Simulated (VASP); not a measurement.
# LiCl (I4/mmm) in VASP: a series of runs

LiCl is run at these levels: PBE; tasks: single point.

All numbers are computed with VASP 6.6.1; they aren't measurements. Logs are shortened: lines on timing, memory, paths and dates and some standing lists are left out, and cuts for length are marked.

### 1 The cell of the first run

The structure is tetragonal, space group I4/mmm (No. 139). Conventional cell: a = 3.573 Å, b = 3.573 Å, c = 5.206 Å, α = 90.00°, β = 90.00°, γ = 90.00°. Li (site symmetry 4/mmm) has 6 Cl at 2.53 to 2.60 Å within 3.3 Å. Cl (site symmetry 4/mmm) has 6 Li at 2.53 to 2.60 Å within 3.3 Å.

### 2 Single point, PBE (strain -0.015 along x and y, +0.015 along z)

Contents of INCAR:

```
SYSTEM = LiCl
  PREC = Accurate
  ENCUT = 520
  EDIFF = 1E-6
  ISMEAR = 0
  SIGMA = 0.05
  LREAL = .False.
  LASPH = .True.
  NELM = 60
  ALGO = Normal
  ISIF = 2
  LWAVE = .False.
  LCHARG = .False.
  GGA = PE
  NBANDS = 12
```

Contents of KPOINTS:

```
regular mesh
0
Gamma
  8 8 8
  0 0 0
```

Contents of POSCAR:

```
LiCl
1.0
    0.0000000000      2.5262886000      2.6032314000
    2.5262886000      0.0000000000      2.6032314000
    2.5262886000      2.5262886000      0.0000000000
Li Cl
1 1
Direct
    0.0000000000      0.0000000000      0.0000000000
    0.5000000000      0.5000000000      0.5000000000
```

Potentials or basis: VASP PAW PBE potentials, release 64 (Li_sv, Cl).

Started as:

```bash
$ cat potpaw_PBE.64/Li_sv/POTCAR potpaw_PBE.64/Cl/POTCAR > POTCAR
$ mpirun -np 1 vasp_std > vasp.out
```

OUTCAR:

```text
SYSTEM = LiCl
   PREC = Accurate
   ENCUT = 520
   EDIFF = 1E-6
   ISMEAR = 0
   LREAL = .False.
   LASPH = .True.
   NELM = 60
   ISIF = 2
   GGA = PE

 ion  position               nearest neighbor table
   1  0.000  0.000  0.000-   2 2.53   2 2.53   2 2.53   2 2.53   2 2.60   2 2.60
   2  0.500  0.500  0.500-   1 2.53   1 2.53   1 2.53   1 2.53   1 2.60   1 2.60

  LATTYP: Found a body centered tetragonal cell.
 ALAT       =     3.5727116006
 C/A-ratio  =     1.4572860567

  Lattice vectors:

 A1 = (  -2.5262886000,   0.0000000000,   2.6032314000)
 A2 = (   2.5262886000,   0.0000000000,   2.6032314000)
 A3 = (   0.0000000000,   2.5262886000,  -2.6032314000)

Analysis of symmetry for initial positions (statically):
=====================================================================
 Subroutine PRICEL returns:
 Original cell was already a primitive cell.

 Routine SETGRP: Setting up the symmetry group for a
 body centered tetragonal supercell.

 Subroutine GETGRP returns: Found 16 space group operations
 (whereof 16 operations were pure point group operations)
 out of a pool of 16 trial point group operations.

The static configuration has the point symmetry D_4h.

Analysis of symmetry for dynamics (positions and initial velocities):
=====================================================================
 Subroutine PRICEL returns:
 Original cell was already a primitive cell.

 Routine SETGRP: Setting up the symmetry group for a
 body centered tetragonal supercell.

 Subroutine GETGRP returns: Found 16 space group operations
 (whereof 16 operations were pure point group operations)
 out of a pool of 16 trial point group operations.

The dynamic configuration has the point symmetry D_4h.

 Subroutine INISYM returns: Found 16 space group operations
 (whereof 16 operations are pure point group operations),
 and found     1 'primitive' translations

----------------------------------------------------------------------------------------

                                     Primitive cell

  volume of cell :      33.2283

  direct lattice vectors                    reciprocal lattice vectors
     0.000000000  2.526288600  2.603231400    -0.197918797  0.197918797  0.192068980
     2.526288600  0.000000000  2.603231400     0.197918797 -0.197918797  0.192068980
     2.526288600  2.526288600  0.000000000     0.197918797  0.197918797 -0.192068980

  length of vectors
     3.627526404  3.627526404  3.572711601     0.339461623  0.339461623  0.339461623

  position of ions in fractional coordinates (direct lattice)
     0.000000000  0.000000000  0.000000000
     0.500000000  0.500000000  0.500000000

  ion indices of the primitive-cell ions
   primitive index   ion index
                 1           1
                 2           2

----------------------------------------------------------------------------------------

 KPOINTS: regular mesh

Automatic generation of k-mesh.
 Grid dimensions read from file:
 generate k-points for:    8    8    8

 Generating k-lattice:

  Cartesian coordinates                     Fractional coordinates (reciprocal lattice)
    -0.024739850  0.024739850  0.024008623     0.125000000 -0.000000000  0.000000000
     0.024739850 -0.024739850  0.024008623    -0.000000000  0.125000000  0.000000000
     0.024739850  0.024739850 -0.024008623     0.000000000  0.000000000  0.125000000

  Length of vectors
     0.042432703  0.042432703  0.042432703

  Shift w.r.t. Gamma in fractional coordinates (k-lattice)
     0.000000000  0.000000000  0.000000000

 Subroutine IBZKPT returns following result:
 ===========================================

 Found     59 irreducible k-points:

 Following reciprocal coordinates:
            Coordinates               Weight
  0.000000  0.000000  0.000000      1.000000
  0.125000  0.000000  0.000000      8.000000
  0.250000  0.000000  0.000000      8.000000
  0.375000  0.000000  0.000000      8.000000
  0.500000  0.000000  0.000000      4.000000
  0.125000  0.125000  0.000000      2.000000
[... 16 lines left out ...]
  0.250000  0.000000  0.125000     16.000000
  0.375000  0.000000  0.125000     16.000000
 [... further k-points ...]
   k-points           NKPTS =     59   k-points in BZ     NKDIM =     59   number of bands    NBANDS=     12
   number of dos      NEDOS =    301   number of ions     NIONS =      2
   total plane-waves  NPLWV =  21952
   dimension x,y,z NGX =    28 NGY =   28 NGZ =   28
   dimension x,y,z NGXF=    56 NGYF=   56 NGZF=   56
   ions per type =               1   1
   NGX,Y,Z   is equivalent  to a cutoff of  12.83, 12.83, 13.03 a.u.
   NGXF,Y,Z  is equivalent  to a cutoff of  25.66, 25.66, 26.06 a.u.
 SYSTEM =  LiCl
   PREC   = accura    normal or accurate (medium, high low for compatibility)
   ISTART =      0    job   : 0-new  1-cont  2-samecut
   ICHARG =      2    charge: 1-file 2-atom 10-const
   ISPIN  =      1    spin polarized calculation?
   LNONCOLLINEAR =      F non collinear calculations
   LSORBIT =      F    spin-orbit coupling
   LASPH  =      T    aspherical Exc in radial PAW
   ENCUT  =  520.0 eV  38.22 Ry    6.18 a.u.   6.74  6.74  6.64*2*pi/ulx,y,z
   NELM   =     60;   NELMIN=  2; NELMDL= -5     # of ELM steps
   EDIFF  = 0.1E-05   stopping-criterion for ELM
   LREAL  =      F    real-space projection
   EDIFFG = 0.1E-04   stopping-criterion for IOM
   NSW    =      0    number of steps for IOM
   IBRION =     -1    ionic relax: 0-MD 1-quasi-New 2-CG
   NFREE  =      0    steps in history (QN), initial steepest desc. (CG)
   ISIF   =      2    stress and relaxation
   ISYM   =      2    0-nonsym 1-usesym 2-fastsym
   POTIM  = 0.5000    time-step for ionic-motion
   TEBEG  =    0.0;   TEEND  =   0.0 temperature during run
   PSTRESS=    0.0 pullay stress
   NELECT =      10.0000    total number of electrons
   NUPDOWN=      -1.0000    fix difference up-down
   EMIN   =  10.00;   EMAX   =-10.00  energy-range for DOS
   EFERMI =   0.00;   METHOD = LEGACY
   ISMEAR =     0;   SIGMA  =   0.05  broadening in eV -4-tet -1-fermi 0-gaus
   EFERMI_NEDOS =   21; number of points for ismear=-14 and -15
   IALGO  =     38    algorithm
   IMIX   =      4    mixing-type and parameters
     AMIX     =   0.40;   BMIX     =  1.00
     AMIX_MAG =   1.60;   BMIX_MAG =  1.00
  volume/ion in A,a.u.               =      16.61       112.12
  Fermi-wavevector in a.u.,A,eV,Ry     =   1.097081  2.073182 16.375784  1.203586
  Thomas-Fermi vector in A             =   2.233434
   LORBIT       =      0    0 simple, 1 ext, 2 COOP (PROOUT), +10 PAW based schemes
   GGA     = PE    functional components
   LHFCALC =     F    Hartree Fock is set to
   AEXX    =    0.0000 exact exchange contribution
   IVDW    =     0    specifies the selected vdW correction
   LEPSILON=     F    determine dielectric tensor
   LRPA    =     F    only Hartree local field effects (RPA)
 non-spin polarized calculation
 Gauss-broadening in eV      SIGMA  =   0.05
  energy-cutoff  :      520.00
  volume of cell :       33.23
 maximum number of plane-waves:       909
   NGX = 13   NGY = 13   NGZ = 13

 number of electron      10.0000002 magnetization

 Free energy of the ion-electron system (eV)
  ---------------------------------------------------
  ext. energy  EPLUGINS =         0.00000000
  ---------------------------------------------------
  free energy    TOTEN  =        -7.38148828 eV

  energy without entropy =       -7.38148828  energy(sigma->0) =       -7.38148828

 E-fermi :   1.0839     XC(G=0):  -8.7960

 val. band max:        0.7434159112   @ k =   0.0000   0.0000   0.0000
 cond. band min:       7.1235275686   @ k =   0.0000   0.0000   0.0000
 fundamental gap:      6.3801116574
 Fermi energy:         1.0839430385

 k-point     1 :       0.0000    0.0000    0.0000
  band No.  band energies     occupation
      1     -42.7983      2.00000
      2     -12.7571      2.00000
      3       0.6674      2.00000
      4       0.6674      2.00000
      5       0.7434      2.00000
      6       7.1235      0.00000
      7      12.4754      0.00000
      8      12.7405      0.00000
      9      12.7405      0.00000
     10      14.9261      0.00000
     11      15.1282      0.00000
     12      15.5287      0.00000

 k-point     2 :       0.1250    0.0000    0.0000
  band No.  band energies     occupation
      1     -42.7979      2.00000
      2     -12.6792      2.00000
      3       0.1537      2.00000
      4       0.6356      2.00000
      5       0.6687      2.00000
      6       7.5844      0.00000
      7      11.8659      0.00000
      8      12.4101      0.00000
      9      12.7062      0.00000
     10      13.7498      0.00000
     11      13.9329      0.00000
     12      15.7792      0.00000

 k-point     3 :       0.2500    0.0000    0.0000
  band No.  band energies     occupation
      1     -42.7968      2.00000
      2     -12.4803      2.00000
      3      -0.9192      2.00000
      4       0.5472      2.00000
      5       0.5635      2.00000
      6       7.9778      0.00000
      7      11.2502      0.00000
      8      11.5668      0.00000
      9      11.7577      0.00000
     10      14.6864      0.00000
     11      14.6943      0.00000
     12      16.3636      0.00000

 k-point     4 :       0.3750    0.0000    0.0000
  band No.  band energies     occupation
      1     -42.7957      2.00000
      2     -12.2636      2.00000
      3      -1.8296      2.00000
      4       0.4355      2.00000
      5       0.4974      2.00000
      6       7.6631      0.00000
      7      10.3913      0.00000
      8      10.6443      0.00000
      9      12.9979      0.00000
     10      16.4181      0.00000
     11      16.5364      0.00000
     12      17.0562      0.00000

 k-point     5 :       0.5000    0.0000    0.0000
  band No.  band energies     occupation
      1     -42.7953      2.00000
      2     -12.1678      2.00000
      3      -2.1793      2.00000
      4       0.3915      2.00000
      5       0.4717      2.00000
      6       7.4663      0.00000
      7      10.0925      0.00000
      8      10.3244      0.00000
      9      13.8289      0.00000
     10      17.7139      0.00000
     11      17.7645      0.00000
     12      18.0363      0.00000
[... 228 lines left out ...]
      1     -42.7947      2.00000
      2     -11.9499      2.00000
      3      -2.2677      2.00000
      4      -0.3715      2.00000
      5      -0.3715      2.00000
      6       8.6711      0.00000
      7       9.0584      0.00000
      8      12.9874      0.00000
      9      15.0878      0.00000
     10      15.0879      0.00000
     11      17.7882      0.00000
     12      19.4128      0.00000

 k-point    22 :       0.1250    0.0000    0.1250
  band No.  band energies     occupation
      1     -42.7977      2.00000
      2     -12.6504      2.00000
      3       0.1981      2.00000
      4       0.4594      2.00000
      5       0.5621      2.00000
      6       7.8418      0.00000
      7      11.6967      0.00000
      8      12.3117      0.00000
      9      12.6481      0.00000
     10      12.6717      0.00000
     11      15.5111      0.00000
     12      16.0689      0.00000

 k-point    23 :       0.2500    0.0000    0.1250
  band No.  band energies     occupation
      1     -42.7968      2.00000
      2     -12.4874      2.00000
      3      -0.6346      2.00000
      4       0.3260      2.00000
      5       0.4285      2.00000
      6       8.5216      0.00000
      7      10.9820      0.00000
      8      11.1282      0.00000
      9      12.2752      0.00000
     10      13.4479      0.00000
     11      15.6387      0.00000
     12      17.0432      0.00000

 k-point    24 :       0.3750    0.0000    0.1250
  band No.  band energies     occupation
      1     -42.7957      2.00000
      2     -12.2707      2.00000
      3      -1.5555      2.00000
      4       0.2319      2.00000
      5       0.2464      2.00000
      6       8.4025      0.00000
      7      10.3313      0.00000
      8      11.3095      0.00000
      9      11.8419      0.00000
     10      14.9216      0.00000
     11      17.1305      0.00000
     12      17.8964      0.00000

 [... further k-points ...]
[... 5 lines left out ...]
  --------------------------------------------------------------------------------------
  -------------------------------------------------------------------------------------
  Total        0.2557934      0.2557934      0.0394675      0.0000000      0.0000000      0.0000000
  in kB       12.3336391     12.3336391      1.9030124      0.0000000      0.0000000      0.0000000
  external PRESSURE =       8.8567635 kB  Pullay stress =       0.0000000 kB

 VOLUME and BASIS-vectors are now :
 -----------------------------------------------------------------------------
  energy-cutoff  :      520.00
  volume of cell :       33.23
      direct lattice vectors                 reciprocal lattice vectors
     0.000000000  2.526288600  2.603231400    -0.197918797  0.197918797  0.192068980
     2.526288600  0.000000000  2.603231400     0.197918797 -0.197918797  0.192068980
     2.526288600  2.526288600  0.000000000     0.197918797  0.197918797 -0.192068980

 POSITION                                       TOTAL-FORCE (eV/Angst)
 -----------------------------------------------------------------------------------
      0.00000      0.00000      0.00000        -0.000000     -0.000000     -0.000000
      2.52629      2.52629      2.60323         0.000000      0.000000      0.000000
 -----------------------------------------------------------------------------------
    total drift:                                0.000000      0.000000      0.000000

  FREE ENERGIE OF THE ION-ELECTRON SYSTEM (eV)
  ---------------------------------------------------
  free  energy   TOTEN  =        -7.3814882838 eV

  energy  without entropy=       -7.3814882838  energy(sigma->0) =       -7.38148828
```

It took 9.7 s on 1 thread of Intel Xeon 6975P-C (Granite Rapids), shared host; peak memory 0.15 GiB.

What came out:

- Free energy: -7.3815 eV
- Band gap on the k mesh: 6.38 eV, direct

Levels at points of the mesh, in eV from the valence-band top:
```tsv
k point	band 2	band 3	band 4	band 5	band 6	band 7	band 8	band 9
(0.00, 0.00, 0.00)	-13.50	-0.08	-0.08	0.00	6.38	11.73	12.00	12.00
(0.50, 0.00, 0.00)	-12.91	-2.92	-0.35	-0.27	6.72	9.35	9.58	13.09
(0.50, 0.50, 0.00)	-12.69	-3.01	-1.11	-1.11	7.93	8.32	12.24	14.34
(0.50, 0.00, 0.50)	-12.64	-3.01	-1.31	-1.11	7.86	8.18	12.67	13.82
```

Caveat: the cell differs from its parent crystal (strain -0.015 along x and y, +0.015 along z); the cutoff is under 1.25 times the usual one of these potentials, so pressure, stress and relaxed cells hold a basis-set (Pulay) error. A k mesh can miss the band edges.

### 3 Single point, PBE (strain -0.015 along x and y, +0.030 along z)

Contents of INCAR:

```
  ALGO = Normal
  EDIFF = 1E-6
  ENCUT = 520
  GGA = PE
  ISIF = 2
  ISMEAR = 0
  LASPH = True
  LCHARG = False
  LREAL = False
  LWAVE = False
  NBANDS = 12
  NELM = 80
  PREC = Accurate
  SIGMA = 0.05
```

Contents of KPOINTS:

```
k-points
0
Gamma
  8 8 8
```

Contents of POSCAR:

```
LiCl
1.0
    0.0000000000      2.5262886000      2.6417028000
    2.5262886000      0.0000000000      2.6417028000
    2.5262886000      2.5262886000      0.0000000000
Li Cl
1 1
Direct
    0.0000000000      0.0000000000      0.0000000000
    0.5000000000      0.5000000000      0.5000000000
```

Potentials or basis: VASP PAW PBE potentials, release 64 (Li_sv, Cl).

Started as:

```bash
$ cat potpaw_PBE.64/Li_sv/POTCAR potpaw_PBE.64/Cl/POTCAR > POTCAR
$ mpirun -np 1 vasp_std > vasp.out
```

It took 9.7 s on 1 thread of Intel Xeon 6975P-C (Granite Rapids), shared host; peak memory 0.16 GiB.

It converged, with:

| Item | Value |
| --- | --- |
| Free energy | -7.3813 eV |
| Band gap on the k mesh | 6.28 eV, direct |

Levels at points of the mesh, in eV from the valence-band top:
| k point | band 1 | band 2 | band 3 | band 4 | band 5 | band 6 | band 7 | band 8 | band 9 | band 10 |
| --- | --- | --- | --- | --- | --- | --- | --- | --- | --- | --- |
| (0.00, 0.00, 0.00) | -43.58 | -13.47 | -0.11 | -0.11 | 0.00 | 6.28 | 11.63 | 12.02 | 12.02 | 13.91 |
| (0.50, 0.00, 0.00) | -43.58 | -12.90 | -2.88 | -0.38 | -0.27 | 6.69 | 9.28 | 9.61 | 12.91 | 16.86 |
| (0.50, 0.50, 0.00) | -43.58 | -12.71 | -2.96 | -1.08 | -1.08 | 7.91 | 8.36 | 11.97 | 14.29 | 14.29 |
| (0.50, 0.00, 0.50) | -43.58 | -12.62 | -2.96 | -1.36 | -1.07 | 7.80 | 8.17 | 12.59 | 13.52 | 14.41 |

Caveat: the cell differs from its parent crystal (strain -0.015 along x and y, +0.030 along z); the cutoff is under 1.25 times the usual one of these potentials, so pressure, stress and relaxed cells hold a basis-set (Pulay) error. A k mesh can miss the band edges.

(Part 1 of 3 ends here.)
